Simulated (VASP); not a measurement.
A run of VASP 6.6.1 is set up as follows.

INCAR

```
PREC = Accurate
ENCUT = 500
EDIFF = 1E-6
ISMEAR = -1
SIGMA = 0.05
LREAL = False
LASPH = True
NELM = 120
ALGO = Normal
ISIF = 2
LWAVE = False
LCHARG = False
GGA = PE
NBANDS = 18
GGA_COMPAT = False
```

KPOINTS

```
regular mesh
0
Gamma
  13 13 8
```

File POSCAR:

```
Sc
1.0
    3.3206552942      0.0000000000      0.0000000000
   -1.6603276471      2.8757718420      0.0000000000
    0.0000000000      0.0000000000      5.1657957301
Sc
2
Direct
    0.3333333333      0.6666666667      0.2500000000
    0.6666666667      0.3333333333      0.7500000000
```

Potentials or basis: VASP PAW PBE potentials, release 64 (Sc_sv).

Launch:

```bash
$ cat potpaw_PBE.64/Sc_sv/POTCAR > POTCAR
$ mpirun -np 1 vasp_std > vasp.out
```

(1) What does it give for the pressure?

(2) What does it give for the band gap on the k mesh?

## Answers

(1) 0.0 GPa.

(2) zero (bands 11 and 12 overlap by 1.48 eV).
